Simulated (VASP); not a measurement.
Input of a VASP 6.6.1 run:

File INCAR:

```
PREC = Accurate
ENCUT = 600
EDIFF = 1E-7
ISMEAR = -1
SIGMA = 0.05
LREAL = F
LASPH = T
NELM = 60
ALGO = Normal
ISIF = 3
LWAVE = F
LCHARG = F
GGA = RP
IVDW = 13
IBRION = 2
NSW = 60
EDIFFG = -0.01
```

File KPOINTS:

```
regular mesh
0
Gamma
  10 10 6
```

The input POSCAR:

```
WC
1.0
    1.6403461100     -2.1180379000      0.0000000000
    1.6403461100      2.1180379000      0.0000000000
    0.0000000000      0.0000000000      4.3094211000
W C
1 1
Direct
    0.5000000000      0.5000000000      0.5000000000
    0.0000000000      0.0000000000      0.0000000000
```

Potentials or basis: VASP PAW PBE potentials, release 64 (W_sv, C).

Command:

```sh
$ cat potpaw_PBE.64/W_sv/POTCAR potpaw_PBE.64/C/POTCAR > POTCAR
$ mpirun -np 1 vasp_std > vasp.out
```

(1) Estimate the space group after relaxing (to 0.05 Å).

(2) What does it give for the dispersion energy per atom?

(3) What does it give for the relaxed volume?

(4) What does it give for the band gap on the k mesh?

Answers

(1) Cmmm (No. 65).

(2) -0.871 eV.

(3) 11.29 Å³/atom.

(4) zero (band 9 reaches 13.23 eV, above the bottom of band 10 at 9.89 eV).

Caveat: the volume moved by over 15 % at a fixed basis, so the end points are rough; the PAW data sets were made with another functional, which shifts forces and pressure a little; spin-orbit coupling is left out, which moves the levels of the heavy elements; pairwise dispersion overbinds metals, which lowers pressure and volume.
